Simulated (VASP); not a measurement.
# InAs (rocksalt type) (Fm-3m) in VASP: notebook

The runs below take InAs (rocksalt type) through single point, with PBE, PBEsol.

All numbers are computed with VASP 6.6.1; they aren't measurements. Logs are shortened: lines on timing, memory, paths and dates and some standing lists are left out, and cuts for length are marked.

## Step 1: The cell of the first run

The structure is cubic, space group Fm-3m (No. 225). The conventional cell has a = 5.749 Å, b = 5.749 Å, c = 5.749 Å, α = 90.00°, β = 90.00°, γ = 90.00°. In (site symmetry m-3m) has 6 As at 2.87 Å within 3.8 Å. Within 3.8 Å of As (site symmetry m-3m) lie 6 In at 2.87 Å.

## Step 2: Single point, PBE

Contents of INCAR:

```
PREC     = Accurate       # precision mode
ENCUT    = 520            # plane-wave cutoff, eV
EDIFF    = 1E-6           # SCF threshold, eV
ISMEAR   = -1             # smearing method
SIGMA    = 0.05           # smearing width, eV
LREAL    = False          # projectors in reciprocal space
LASPH    = True           # aspherical terms in the spheres
NELM     = 80             # most SCF steps
ALGO     = Normal         # electronic algorithm
ISIF     = 2              # what is computed and relaxed
LWAVE    = False          # write WAVECAR
LCHARG   = False          # write CHGCAR
GGA      = PE             # functional
NBANDS   = 16             # bands
```

Contents of KPOINTS:

```
Automatic mesh
0
Gamma
  10 10 10
```

Contents of POSCAR:

```
InAs
1.0
    0.0000000000      2.8743196729      2.8743196729
    2.8743196729      0.0000000000      2.8743196729
    2.8743196729      2.8743196729      0.0000000000
In As
1 1
Direct
    0.0000000000      0.0000000000      0.0000000000
    0.5000000000      0.5000000000      0.5000000000
```

Potentials or basis: VASP PAW PBE potentials, release 64 (In_d, As).

Started as:

```
$ cat potpaw_PBE.64/In_d/POTCAR potpaw_PBE.64/As/POTCAR > POTCAR
$ mpirun -np 1 vasp_std > vasp.out
```

OUTCAR:

```text
PREC = Accurate
   ENCUT = 520
   EDIFF = 1E-6
   ISMEAR = -1
   LREAL = False
   LASPH = True
   NELM = 80
   ISIF = 2
   GGA = PE

 ion  position               nearest neighbor table
   1  0.000  0.000  0.000-   2 2.87   2 2.87   2 2.87   2 2.87   2 2.87   2 2.87
   2  0.500  0.500  0.500-   1 2.87   1 2.87   1 2.87   1 2.87   1 2.87   1 2.87

  LATTYP: Found a face centered cubic cell.
 ALAT       =     5.7486393458

  Lattice vectors:

 A1 = (   0.0000000000,   2.8743196729,   2.8743196729)
 A2 = (   2.8743196729,   0.0000000000,   2.8743196729)
 A3 = (   2.8743196729,   2.8743196729,   0.0000000000)

Analysis of symmetry for initial positions (statically):
=====================================================================
 Subroutine PRICEL returns:
 Original cell was already a primitive cell.

 Routine SETGRP: Setting up the symmetry group for a
 face centered cubic supercell.

 Subroutine GETGRP returns: Found 48 space group operations
 (whereof 48 operations were pure point group operations)
 out of a pool of 48 trial point group operations.

The static configuration has the point symmetry O_h .

Analysis of symmetry for dynamics (positions and initial velocities):
=====================================================================
 Subroutine PRICEL returns:
 Original cell was already a primitive cell.

 Routine SETGRP: Setting up the symmetry group for a
 face centered cubic supercell.

 Subroutine GETGRP returns: Found 48 space group operations
 (whereof 48 operations were pure point group operations)
 out of a pool of 48 trial point group operations.

The dynamic configuration has the point symmetry O_h .

 Subroutine INISYM returns: Found 48 space group operations
 (whereof 48 operations are pure point group operations),
 and found     1 'primitive' translations

----------------------------------------------------------------------------------------

                                     Primitive cell

  volume of cell :      47.4936

  direct lattice vectors                    reciprocal lattice vectors
     0.000000000  2.874319673  2.874319673    -0.173954207  0.173954207  0.173954207
     2.874319673  0.000000000  2.874319673     0.173954207 -0.173954207  0.173954207
     2.874319673  2.874319673  0.000000000     0.173954207  0.173954207 -0.173954207

  length of vectors
     4.064901864  4.064901864  4.064901864     0.301297525  0.301297525  0.301297525

  position of ions in fractional coordinates (direct lattice)
     0.000000000  0.000000000  0.000000000
     0.500000000  0.500000000  0.500000000

  ion indices of the primitive-cell ions
   primitive index   ion index
                 1           1
                 2           2

----------------------------------------------------------------------------------------

 KPOINTS: Automatic mesh

Automatic generation of k-mesh.
 Grid dimensions read from file:
 generate k-points for:   10   10   10

 Generating k-lattice:

  Cartesian coordinates                     Fractional coordinates (reciprocal lattice)
    -0.017395421  0.017395421  0.017395421     0.100000000  0.000000000  0.000000000
     0.017395421 -0.017395421  0.017395421     0.000000000  0.100000000  0.000000000
     0.017395421  0.017395421 -0.017395421     0.000000000  0.000000000  0.100000000

  Length of vectors
     0.030129753  0.030129753  0.030129753

  Shift w.r.t. Gamma in fractional coordinates (k-lattice)
     0.000000000  0.000000000  0.000000000

 Subroutine IBZKPT returns following result:
 ===========================================

 Found     47 irreducible k-points:

 Following reciprocal coordinates:
            Coordinates               Weight
  0.000000  0.000000  0.000000      1.000000
  0.100000  0.000000  0.000000      8.000000
  0.200000  0.000000  0.000000      8.000000
  0.300000  0.000000  0.000000      8.000000
  0.400000  0.000000  0.000000      8.000000
  0.500000  0.000000  0.000000      4.000000
[... 16 lines left out ...]
  0.300000  0.300000  0.000000      6.000000
  0.400000  0.300000  0.000000     24.000000
 [... further k-points ...]
   k-points           NKPTS =     47   k-points in BZ     NKDIM =     47   number of bands    NBANDS=     16
   number of dos      NEDOS =    301   number of ions     NIONS =      2
   total plane-waves  NPLWV =  27000
   dimension x,y,z NGX =    30 NGY =   30 NGZ =   30
   dimension x,y,z NGXF=    60 NGYF=   60 NGZF=   60
   ions per type =               1   1
   NGX,Y,Z   is equivalent  to a cutoff of  12.27, 12.27, 12.27 a.u.
   NGXF,Y,Z  is equivalent  to a cutoff of  24.54, 24.54, 24.54 a.u.
 SYSTEM =  unknown system
   PREC   = accura    normal or accurate (medium, high low for compatibility)
   ISTART =      0    job   : 0-new  1-cont  2-samecut
   ICHARG =      2    charge: 1-file 2-atom 10-const
   ISPIN  =      1    spin polarized calculation?
   LNONCOLLINEAR =      F non collinear calculations
   LSORBIT =      F    spin-orbit coupling
   LASPH  =      T    aspherical Exc in radial PAW
   ENCUT  =  520.0 eV  38.22 Ry    6.18 a.u.   7.56  7.56  7.56*2*pi/ulx,y,z
   NELM   =     80;   NELMIN=  2; NELMDL= -5     # of ELM steps
   EDIFF  = 0.1E-05   stopping-criterion for ELM
   LREAL  =      F    real-space projection
   EDIFFG = 0.1E-04   stopping-criterion for IOM
   NSW    =      0    number of steps for IOM
   IBRION =     -1    ionic relax: 0-MD 1-quasi-New 2-CG
   NFREE  =      0    steps in history (QN), initial steepest desc. (CG)
   ISIF   =      2    stress and relaxation
   ISYM   =      2    0-nonsym 1-usesym 2-fastsym
   POTIM  = 0.5000    time-step for ionic-motion
   TEBEG  =    0.0;   TEEND  =   0.0 temperature during run
   PSTRESS=    0.0 pullay stress
   NELECT =      18.0000    total number of electrons
   NUPDOWN=      -1.0000    fix difference up-down
   EMIN   =  10.00;   EMAX   =-10.00  energy-range for DOS
   EFERMI =   0.00;   METHOD = LEGACY
   ISMEAR =    -1;   SIGMA  =   0.05  broadening in eV -4-tet -1-fermi 0-gaus
   EFERMI_NEDOS =   21; number of points for ismear=-14 and -15
   IALGO  =     38    algorithm
   IMIX   =      4    mixing-type and parameters
     AMIX     =   0.40;   BMIX     =  1.00
     AMIX_MAG =   1.60;   BMIX_MAG =  1.00
  volume/ion in A,a.u.               =      23.75       160.25
  Fermi-wavevector in a.u.,A,eV,Ry     =   1.184733  2.238821 19.097042  1.403593
  Thomas-Fermi vector in A             =   2.320942
   LORBIT       =      0    0 simple, 1 ext, 2 COOP (PROOUT), +10 PAW based schemes
   GGA     = PE    functional components
   LHFCALC =     F    Hartree Fock is set to
   AEXX    =    0.0000 exact exchange contribution
   IVDW    =     0    specifies the selected vdW correction
   LEPSILON=     F    determine dielectric tensor
   LRPA    =     F    only Hartree local field effects (RPA)
 non-spin polarized calculation
  energy-cutoff  :      520.00
  volume of cell :       47.49
 maximum number of plane-waves:      1298
   NGX = 15   NGY = 15   NGZ = 15

 number of electron      18.0000001 magnetization

 Free energy of the ion-electron system (eV)
  ---------------------------------------------------
  ext. energy  EPLUGINS =         0.00000000
  ---------------------------------------------------
  free energy    TOTEN  =        -7.34203826 eV

  energy without entropy =       -7.33630482  energy(sigma->0) =       -7.33917154

 E-fermi :   5.9339     XC(G=0): -10.1114

 val. band max:        5.9031835522   @ k =  -0.3000   0.2000   0.0000
 cond. band min:       5.9432520032   @ k =   0.3000   0.0000   0.0000
 fundamental gap:      0.0400684509
 Fermi energy:         5.9338718932

 k-point     1 :       0.0000    0.0000    0.0000
  band No.  band energies     occupation
      1      -8.3688      2.00000
      2      -8.3688      2.00000
      3      -8.3483      2.00000
      4      -8.3483      2.00000
      5      -8.3483      2.00000
      6      -6.1602      2.00000
[... 8 lines left out ...]
     15      13.4629      0.00000
     16      13.4629      0.00000

 k-point     2 :       0.1000    0.0000    0.0000
  band No.  band energies     occupation
      1      -8.3727      2.00000
      2      -8.3727      2.00000
      3      -8.3484      2.00000
      4      -8.3440      2.00000
      5      -8.3440      2.00000
      6      -6.0520      2.00000
[... 8 lines left out ...]
     15      13.5390      0.00000
     16      13.5390      0.00000

 k-point     3 :       0.2000    0.0000    0.0000
  band No.  band energies     occupation
      1      -8.3848      2.00000
      2      -8.3848      2.00000
      3      -8.3493      2.00000
      4      -8.3306      2.00000
      5      -8.3306      2.00000
      6      -5.7375      2.00000
[... 8 lines left out ...]
     15      14.2053      0.00000
     16      14.2053      0.00000

 k-point     4 :       0.3000    0.0000    0.0000
  band No.  band energies     occupation
      1      -8.4006      2.00000
      2      -8.4006      2.00000
      3      -8.3512      2.00000
      4      -8.3130      2.00000
      5      -8.3130      2.00000
      6      -5.2595      2.00000
[... 8 lines left out ...]
     15      15.2821      0.00000
     16      15.2821      0.00000

 k-point     5 :       0.4000    0.0000    0.0000
  band No.  band energies     occupation
      1      -8.4135      2.00000
      2      -8.4135      2.00000
      3      -8.3533      2.00000
      4      -8.2985      2.00000
      5      -8.2985      2.00000
      6      -4.7429      2.00000
[... 8 lines left out ...]
     15      16.6693      0.00000
     16      16.6693      0.00000

 k-point     6 :       0.5000    0.0000    0.0000
  band No.  band energies     occupation
      1      -8.4185      2.00000
      2      -8.4185      2.00000
      3      -8.3541      2.00000
      4      -8.2930      2.00000
      5      -8.2929      2.00000
      6      -4.4866      2.00000
[... 8 lines left out ...]
     15      17.7884      0.00000
     16      17.7884      0.00000
[... 267 lines left out ...]
 k-point    21 :      -0.3000    0.2000    0.0000
  band No.  band energies     occupation
      1      -8.4478      2.00000
      2      -8.4053      2.00000
      3      -8.3380      2.00000
      4      -8.3133      2.00000
      5      -8.3052      2.00000
      6      -4.5479      2.00000
[... 8 lines left out ...]
     15      15.6990      0.00000
     16      17.5377      0.00000

 k-point    22 :      -0.2000    0.2000    0.0000
  band No.  band energies     occupation
      1      -8.4158      2.00000
      2      -8.4037      2.00000
      3      -8.3440      2.00000
      4      -8.3191      2.00000
      5      -8.3138      2.00000
      6      -5.0649      2.00000
[... 8 lines left out ...]
     15      15.4133      0.00000
     16      17.6559      0.00000

 k-point    23 :       0.3000    0.3000    0.0000
  band No.  band energies     occupation
      1      -8.5198      2.00000
      2      -8.3725      2.00000
      3      -8.3472      2.00000
      4      -8.2984      2.00000
      5      -8.2984      2.00000
      6      -4.8385      2.00000
[... 8 lines left out ...]
     15      17.3687      0.00000
     16      18.3625      0.00000

 k-point    24 :       0.4000    0.3000    0.0000
  band No.  band energies     occupation
      1      -8.5536      2.00000
      2      -8.3733      2.00000
      3      -8.3498      2.00000
      4      -8.2904      2.00000
      5      -8.2860      2.00000
      6      -4.3868      2.00000
[... 8 lines left out ...]
     15      18.3232      0.00000
     16      18.9122      0.00000

 [... further k-points ...]
[... 5 lines left out ...]
  --------------------------------------------------------------------------------------
  -------------------------------------------------------------------------------------
  Total        0.0111059      0.0111059      0.0111059      0.0000000      0.0000000      0.0000000
  in kB        0.3746526      0.3746526      0.3746526      0.0000000      0.0000000      0.0000000
  external PRESSURE =       0.3746526 kB  Pullay stress =       0.0000000 kB

 VOLUME and BASIS-vectors are now :
 -----------------------------------------------------------------------------
  energy-cutoff  :      520.00
  volume of cell :       47.49
      direct lattice vectors                 reciprocal lattice vectors
     0.000000000  2.874319673  2.874319673    -0.173954207  0.173954207  0.173954207
     2.874319673  0.000000000  2.874319673     0.173954207 -0.173954207  0.173954207
     2.874319673  2.874319673  0.000000000     0.173954207  0.173954207 -0.173954207

 POSITION                                       TOTAL-FORCE (eV/Angst)
 -----------------------------------------------------------------------------------
      0.00000      0.00000      0.00000         0.000000      0.000000     -0.000000
      2.87432      2.87432      2.87432        -0.000000     -0.000000      0.000000
 -----------------------------------------------------------------------------------
    total drift:                               -0.000000      0.000000      0.000000

  FREE ENERGIE OF THE ION-ELECTRON SYSTEM (eV)
  ---------------------------------------------------
  free  energy   TOTEN  =        -7.3420382646 eV

  energy  without entropy=       -7.3363048233  energy(sigma->0) =       -7.33917154
```

Run time: 56 s. Hardware: 1 thread of Intel Xeon 8259CL, shared host; peak memory 0.19 GiB.

What came out:

```yaml
Free_energy: -7.3420 eV
Pressure: 0.0 GPa
Band_gap_on_the_k_mesh: zero (bands 9 and 10 overlap by 2.57 eV)
```

Caveat: spin-orbit coupling is left out, which moves the levels of the heavy elements.

## Step 3: Single point, PBEsol

Contents of INCAR:

```
PREC = Accurate
ENCUT = 520
EDIFF = 1E-6
ISMEAR = -1
SIGMA = 0.05
LREAL = False
LASPH = True
NELM = 80
ALGO = Normal
ISIF = 2
LWAVE = False
LCHARG = False
GGA = PS
NBANDS = 16
```

Contents of KPOINTS:

```
regular mesh
0
Gamma
  10 10 10
```

POSCAR is that of step 2.

Potentials or basis: VASP PAW PBE potentials, release 64 (In_d, As).

Started as:

```
$ cat potpaw_PBE.64/In_d/POTCAR potpaw_PBE.64/As/POTCAR > POTCAR
$ mpirun -np 1 vasp_std > vasp.out
```

It took 42 s on 1 thread of Intel Xeon 8259CL, shared host; peak memory 0.19 GiB.

The run converged. Its results:

```yaml
Free_energy: -8.2127 eV
Pressure: -3.2 GPa
Band_gap_on_the_k_mesh: zero (bands 9 and 10 overlap by 2.59 eV)
```

Levels at points of the mesh, in eV from the Fermi level:
| k point | band 6 | band 7 | band 8 | band 9 | band 10 | band 11 | band 12 | band 13 |
| --- | --- | --- | --- | --- | --- | --- | --- | --- |
| (0.00, 0.00, 0.00) | -12.12 | -0.68 | -0.18 | -0.18 | -0.18 | 7.16 | 7.16 | 7.16 |
| (0.50, 0.00, 0.00) | -10.43 | -6.54 | 0.21 | 0.21 | 2.07 | 3.25 | 3.25 | 4.40 |
| (0.50, 0.50, 0.00) | -9.54 | -4.73 | -2.96 | -2.23 | -2.23 | 3.82 | 9.19 | 9.19 |

Caveat: the cell stands under tension; the PAW data sets were made with another functional, which shifts forces and pressure a little; spin-orbit coupling is left out, which moves the levels of the heavy elements.

[end of part 1 of 2]
